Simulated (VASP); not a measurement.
Runs of VASP 6.6.1 on InSb. The structure is that of space group F-43m (No. 216), or close to it. The cells are those of the table. 

```csv
task,level,potentials or basis,cell,k mesh,cutoff (eV),grid for exact exchange (PRECFOCK),share of exact exchange,gap on the mesh (eV),pressure (GPa)
single point,PBE0,"VASP PAW PBE potentials, release 64 (In_d, Sb)","a = 4.610 Å, angles 60.0°, 2 atoms",4 × 4 × 4,520,Normal,0.25,1.11,0.0
single point,PBEsol,"VASP PAW PBE potentials, release 64 (In_d, Sb)","a = 4.581 Å, angles 60.0°, 2 atoms",6 × 6 × 6,520,-,-,none,0.9
single point,LDA,"VASP PAW LDA potentials, release 64 (In_d, Sb)","a = 4.610 Å, angles 60.0°, 2 atoms",12 × 12 × 12,520,-,-,none,(b)
relaxation of cell and atoms,PBEsol,"VASP PAW PBE potentials, release 64 (In_d, Sb)","relaxed from a = 4.581 Å, angles 60.0°, 2 atoms",12 × 12 × 12,600,-,-,none,0.0
single point,HF,"VASP PAW PBE potentials, release 64 (In_d, Sb)","a = 4.610 Å, angles 60.0°, 2 atoms",4 × 4 × 4,520,Normal,1,10.16,(a)
```

Alike in all rows: no spin polarisation; smearing gaussian 0.1 eV.

Estimate the missing entries.

(a) -17.7; (b) -1.3.

Caveats: spin-orbit coupling is left out, which moves the levels of the heavy elements; the PAW data sets were made with another functional, which shifts forces and pressure a little (at least some runs); semilocal functionals underestimate gaps, and a narrow one can read as zero (at least some runs); the cell stands under tension (at least some runs).

A k mesh can miss the band edges, and the runs leave out spin-orbit coupling on In, Sb.

A gap of «none» marks levels without a gap at the run's occupations.
